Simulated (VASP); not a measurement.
# RbNa3Te2 (P6/mmm) in VASP: notebook, part 2 of 2

VASP 6.6.1.

### 4 Relaxation of cell and atoms, PBE

This run uses another cell than the first one, of 36.89 Å³/atom, 1.268 times its volume.

INCAR reads:

```
PREC     = Accurate       # precision mode
ENCUT    = 600            # plane-wave cutoff, eV
EDIFF    = 1E-6           # SCF threshold, eV
ISMEAR   = 0              # smearing method
SIGMA    = 0.1            # smearing width, eV
LREAL    = F              # projectors in reciprocal space
LASPH    = T              # aspherical terms in the spheres
NELM     = 60             # most SCF steps
ALGO     = Fast           # electronic algorithm
ISIF     = 3              # what is computed and relaxed
LWAVE    = F              # write WAVECAR
LCHARG   = F              # write CHGCAR
GGA      = PE             # functional
IBRION   = 2              # ionic algorithm
NSW      = 100            # ionic steps
EDIFFG   = -0.01          # ionic threshold
```

KPOINTS reads:

```
regular mesh
0
Gamma
  6 6 8
```

POSCAR reads:

```
RbNa3Te2
1.0
    7.4680368816      0.0000000000      0.0000000000
   -3.7340184408      6.4675096558      0.0000000000
    0.0000000000      0.0000000000      4.5828808272
Rb Na Te
1 3 2
Direct
    0.0000000000      0.0000000000      0.0000000000
    0.5000000000      0.0000000000      0.5000000000
    0.5000000000      0.5000000000      0.5000000000
    0.0000000000      0.5000000000      0.5000000000
    0.6666666667      0.3333333333      0.0000000000
    0.3333333333      0.6666666667      0.0000000000
```

Potentials or basis: VASP PAW PBE potentials, release 64 (Rb_sv, Na_pv, Te).

The run is started by

```console
> cat potpaw_PBE.64/Rb_sv/POTCAR potpaw_PBE.64/Na_pv/POTCAR potpaw_PBE.64/Te/POTCAR > POTCAR
> mpirun -np 1 vasp_std > vasp.out
```

OUTCAR:

```text
PREC = Accurate
   ENCUT = 600
   EDIFF = 1E-6
   ISMEAR = 0
   LREAL = F
   LASPH = T
   NELM = 60
   ISIF = 3
   GGA = PE
   IBRION = 2
   NSW = 100
   EDIFFG = -0.01

 ion  position               nearest neighbor table
   1  0.000  0.000  0.000-   5 4.31   6 4.31   6 4.31   5 4.31   5 4.31   6 4.31
   2  0.500  0.000  0.500-   5 3.15   6 3.15   5 3.15   6 3.15
   3  0.500  0.500  0.500-   5 3.15   6 3.15   5 3.15   6 3.15
   4  0.000  0.500  0.500-   5 3.15   6 3.15   5 3.15   6 3.15
   5  0.667  0.333  0.000-   2 3.15   2 3.15   4 3.15   4 3.15   3 3.15   3 3.15   1 4.31   1 4.31
                             1 4.31
   6  0.333  0.667  0.000-   2 3.15   2 3.15   4 3.15   4 3.15   3 3.15   3 3.15   1 4.31   1 4.31
                             1 4.31

  LATTYP: Found a hexagonal cell.
 ALAT       =     7.4680368816
 C/A-ratio  =     0.6136660678

  Lattice vectors:

 A1 = (   7.4680368816,   0.0000000000,   0.0000000000)
 A2 = (  -3.7340184408,   6.4675096558,   0.0000000000)
 A3 = (   0.0000000000,   0.0000000000,   4.5828808272)

Analysis of symmetry for initial positions (statically):
=====================================================================
 Subroutine PRICEL returns:
 Original cell was already a primitive cell.

 Routine SETGRP: Setting up the symmetry group for a
 hexagonal supercell.

 Subroutine GETGRP returns: Found 24 space group operations
 (whereof 24 operations were pure point group operations)
 out of a pool of 24 trial point group operations.

The static configuration has the point symmetry D_6h.

Analysis of symmetry for dynamics (positions and initial velocities):
=====================================================================
 Subroutine PRICEL returns:
 Original cell was already a primitive cell.

 Routine SETGRP: Setting up the symmetry group for a
 hexagonal supercell.

 Subroutine GETGRP returns: Found 24 space group operations
 (whereof 24 operations were pure point group operations)
 out of a pool of 24 trial point group operations.
[... 132 lines left out ...]
  Thomas-Fermi vector in A             =   2.068168
   LORBIT       =      0    0 simple, 1 ext, 2 COOP (PROOUT), +10 PAW based schemes
   GGA     = PE    functional components
   LHFCALC =     F    Hartree Fock is set to
   AEXX    =    0.0000 exact exchange contribution
   IVDW    =     0    specifies the selected vdW correction
   LEPSILON=     F    determine dielectric tensor
   LRPA    =     F    only Hartree local field effects (RPA)
 conjugate gradient relaxation of ions
 non-spin polarized calculation
 RMM-DIIS sequential band-by-band and
 Gauss-broadening in eV      SIGMA  =   0.10
  energy-cutoff  :      600.00
  volume of cell :      221.35
 maximum number of plane-waves:      7458
 NGX is ok and might be reduce to    60
   NGX = 29   NGY = 29   NGZ = 19

--------------------------------------- Ionic step        1  -------------------------------------------

 number of electron      42.0000021 magnetization

 Free energy of the ion-electron system (eV)
  ---------------------------------------------------
  ext. energy  EPLUGINS =         0.00000000
  ---------------------------------------------------
  free energy    TOTEN  =       -15.67248842 eV

  energy without entropy =      -15.67163525  energy(sigma->0) =      -15.67206183

------------------------ aborting loop because EDIFF is reached ----------------------------------------

  FORCE on cell =-STRESS in cart. coord.  units (eV):
  Direction    XX          YY          ZZ          XY          YZ          ZX
  --------------------------------------------------------------------------------------
  -------------------------------------------------------------------------------------
  Total        0.3550140      0.3550140      0.0001497      0.0000000     -0.0000000      0.0000000
  in kB        2.5696501      2.5696501      0.0010836      0.0000000     -0.0000000      0.0000000
  external PRESSURE =       1.7134612 kB  Pullay stress =       0.0000000 kB
[... 147 lines left out ...]
--------------------------------------- Ionic step        5  -------------------------------------------

 number of electron      42.0000012 magnetization

 Free energy of the ion-electron system (eV)
  ---------------------------------------------------
  ext. energy  EPLUGINS =         0.00000000
  ---------------------------------------------------
  free energy    TOTEN  =       -15.67532027 eV

  energy without entropy =      -15.67445028  energy(sigma->0) =      -15.67488528

 E-fermi :   1.6887     XC(G=0):  -7.2157

 val. band max:        1.6360299186   @ k =   0.3333   0.3333   0.5000
 cond. band min:       1.9263517060   @ k =   0.0000   0.0000   0.1250
 fundamental gap:      0.2903217874
 Fermi energy:         1.6887467502

 k-point     1 :       0.0000    0.0000    0.0000
  band No.  band energies     occupation
      1     -26.8605      2.00000
      2     -22.3445      2.00000
      3     -22.3445      2.00000
      4     -22.3356      2.00000
      5     -22.2597      2.00000
      6     -22.2361      2.00000
[... 661 lines left out ...]
     24       4.1708      0.00000
     25       5.4220      0.00000

 [... further k-points ...]
[... 5 lines left out ...]
  --------------------------------------------------------------------------------------
  -------------------------------------------------------------------------------------
  Total        0.0082435      0.0082435      0.0124746     -0.0000000      0.0000000      0.0000000
  in kB        0.0588578      0.0588578      0.0890668     -0.0000000      0.0000000      0.0000000
  external PRESSURE =       0.0689275 kB  Pullay stress =       0.0000000 kB
[... 21 lines left out ...]
  FREE ENERGIE OF THE ION-ELECTRON SYSTEM (eV)
  ---------------------------------------------------
  free  energy   TOTEN  =       -15.6753202712 eV

  energy  without entropy=      -15.6744502802  energy(sigma->0) =      -15.67488528

 reached required accuracy - stopping structural energy minimisation
```

OSZICAR:

```text
N       E                     dE             d eps       ncg     rms          rms(c)
DAV:   1     0.366543761600E+03    0.36654E+03   -0.20701E+04  1758   0.171E+03
DAV:   2     0.178352309024E+02   -0.34871E+03   -0.34376E+03  2018   0.385E+02
DAV:   3    -0.160027191375E+02   -0.33838E+02   -0.32956E+02  2100   0.129E+02
[... 50 lines left out ...]
DAV:   1    -0.156755062881E+02   -0.20976E-03   -0.10784E-02  2002   0.811E-01    0.909E-02
RMM:   2    -0.156753826290E+02    0.12366E-03   -0.16388E-04  1821   0.106E-01    0.535E-02
RMM:   3    -0.156753187085E+02    0.63920E-04   -0.14228E-04  1759   0.786E-02    0.706E-03
RMM:   4    -0.156753197615E+02   -0.10530E-05   -0.14738E-05  2011   0.352E-02    0.530E-03
RMM:   5    -0.156753202712E+02   -0.50967E-06   -0.40846E-06  1356   0.156E-02
   5 F= -.15675320E+02 E0= -.15674885E+02  d E =-.232744E-03
```

Run time: 13 min. Hardware: 1 thread of Intel Xeon 6975P-C (Granite Rapids), shared host; peak memory 0.52 GiB.

Results:

```yaml
Free_energy: -15.6753 eV
Relaxed_volume: 37.40 Å³/atom
Relaxed_cell: a = 7.530 Å, b = 7.530 Å, c = 4.570 Å, α = 90.00°, β = 90.00°, γ = 120.00°
Space_group_after_relaxing_to_0.05_Å: P6/mmm (No. 191)
Energy_gained_by_relaxing: 0.5 meV/atom
Ionic_steps: 5
Pressure_after_relaxing: 0.0 GPa
Band_gap_on_the_k_mesh: zero (band 21 reaches 1.64 eV, above the bottom of band 22 at 1.53 eV)
```

Step by step:
```tsv
step	energy change (eV)	largest force (eV/Å)	pressure (GPa)	volume (Å³)
1	0.0000	0.0000	0.17	221.35
2	-0.0016	0.0000	0.09	222.62
3	-0.0026	0.0000	-0.04	224.73
4	-0.0028	0.0000	-0.02	224.52
5	-0.0028	0.0000	0.01	224.40
```

Final structure:
```yaml
crystal:
  lattice:
    - [7.52998, 0.00000, 0.00000]
    - [-3.76499, 6.52116, 0.00000]
    - [0.00000, 0.00000, 4.56984]
  atoms:
    - { symbol: Rb, position: [0.00000, 0.00000, 0.00000] }
    - { symbol: Na, position: [0.50000, 0.00000, 0.50000] }
    - { symbol: Na, position: [0.50000, 0.50000, 0.50000] }
    - { symbol: Na, position: [0.00000, 0.50000, 0.50000] }
    - { symbol: Te, position: [0.66667, 0.33333, 0.00000] }
    - { symbol: Te, position: [0.33333, 0.66667, 0.00000] }
```

Levels at points of the mesh, in eV from the Fermi level:
```
           k point  band 18  band 19  band 20  band 21  band 22  band 23  band 24  band 25
(0.00, 0.00, 0.00)    -0.93    -0.93    -0.75    -0.35    -0.16     3.35     3.48     3.48
(0.50, 0.00, 0.00)    -1.09    -0.64    -0.57    -0.49     0.87     2.12     2.81     3.24
(0.00, 0.00, 0.50)    -1.69    -1.69    -0.51    -0.51     2.00     2.00     2.39     2.59
(0.50, 0.00, 0.50)    -1.79    -1.61    -0.67    -0.26     1.38     1.51     2.58     3.47
```

Caveat: spin-orbit coupling is left out, which moves the levels of the heavy elements.

### 5 Summary

```csv
task,cell,k mesh,cutoff (eV),gap on the mesh (eV),pressure (GPa),relaxed volume (Å³/atom)
relaxation of cell and atoms,"relaxed from a = 6.376, b = 6.376, c = 4.959 Å, angles 90.0, 90.0, 120.0°, 6 atoms",3 × 3 × 4,600,none,-0.1,37.48
single point,"a = 7.524, b = 7.524, c = 4.565 Å, angles 90.0, 90.0, 120.0°, 6 atoms",6 × 6 × 8,520,none,0.0,-
relaxation of cell and atoms,"relaxed from a = 7.468, b = 7.468, c = 4.583 Å, angles 90.0, 90.0, 120.0°, 6 atoms",6 × 6 × 8,600,none,0.0,37.40
```

Alike in all rows: level PBE; potentials or basis VASP PAW PBE potentials, release 64 (Rb_sv, Na_pv, Te); no spin polarisation; smearing gaussian 0.1 eV.

Caveats: some runs use coarse meshes; spin-orbit coupling is left out, which moves the levels of the heavy elements; the volume moved by over 15 % at a fixed basis, so the end points are rough (some runs).

Total energies depend on the potentials used, so only differences within one code and one set of settings carry meaning.
